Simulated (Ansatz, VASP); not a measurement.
**C in VASP and in Ansatz**

INCAR

```
PREC = Accurate
ENCUT = 520
EDIFF = 1E-6
ISMEAR = 0
SIGMA = 0.15
LREAL = F
LASPH = T
NELM = 80
ALGO = Normal
ISIF = 2
LWAVE = F
LCHARG = F
GGA = PE
IVDW = 12
NBANDS = 26
```

KPOINTS

```
regular mesh
0
Gamma
  22 22 4
```

POSCAR

```
C
1.0
   -1.2324898335     -2.1347350114      0.0000000000
    1.2324898335     -2.1347350114      0.0000000000
    0.0000000000     -1.4230143586     13.4768657407
C
8
Direct
    0.7083791650      0.7083791650      0.8749500000
    0.8750291650      0.8750291650      0.3749500000
   -0.0416458350     -0.0416458350      0.1249500000
   -0.2082958350     -0.2082958350      0.6249500000
    0.3750458317      0.3750458317      0.8749500000
    0.5416958317      0.5416958317      0.3749500000
    0.2916874983      0.2916874983      0.1249500000
    0.1250374983      0.1250374983      0.6249500000
```

Input for Ansatz:

```yaml
crystal:
  lattice:
    - [-1.2324898335, -2.1347350114, 0.0]
    - [1.2324898335, -2.1347350114, 0.0]
    - [0.0, -1.4230143586, 13.4768657407]
  atoms:
    - { symbol: C, position: [0.708379165, 0.708379165, 0.87495] }
    - { symbol: C, position: [0.875029165, 0.875029165, 0.37495] }
    - { symbol: C, position: [-0.041645835, -0.041645835, 0.12495] }
    - { symbol: C, position: [-0.208295835, -0.208295835, 0.62495] }
    - { symbol: C, position: [0.3750458317, 0.3750458317, 0.87495] }
    - { symbol: C, position: [0.5416958317, 0.5416958317, 0.37495] }
    - { symbol: C, position: [0.2916874983, 0.2916874983, 0.12495] }
    - { symbol: C, position: [0.1250374983, 0.1250374983, 0.62495] }
basis:
  ecutwfc: 420
kpoints:
  mp_grid: { grid: [22, 22, 4] }
hamiltonian:
  xc: pbe
  dispersion: d3bj
scf:
  occupations: { method: gaussian, width: 0.15 }
output:
  forces: true
  stress: true
  eigenvalues: true
```

Alike in both runs: task single point; functional PBE; dispersion D3(BJ); k mesh 22 × 22 × 4; occupations gaussian, width 0.15 eV; no spin polarisation.

|  | VASP | Ansatz |
| --- | --- | --- |
| version | VASP 6.6.1 | Ansatz 0.2.0 |
| potentials or method | VASP PAW PBE potentials, release 64 (C), cutoff 520 eV | scalar-relativistic, plane waves, PAW |
| valence electrons in the cell | 32 | 32 |

VASP gave:

```
gap on the k mesh at the Fermi level (eV)                     : 0.26
least direct gap on the mesh (eV)                             : 0.26
pressure (GPa)                                                : 0.4
traceless stress, the component that is largest in VASP (GPa) : -0.47
rms of the force components (eV/Å)                            : 0.006
```

Problem. What did Ansatz give for the same quantities?

Solution. gap on the k mesh at the Fermi level (eV): 0.26; least direct gap on the mesh (eV): 0.26; pressure (GPa): 0.0; traceless stress, the component that is largest in VASP (GPa): 0.05; rms of the force components (eV/Å): 0.006.

Atom by atom the forces differ by 0.000 eV/Å (rms over components).
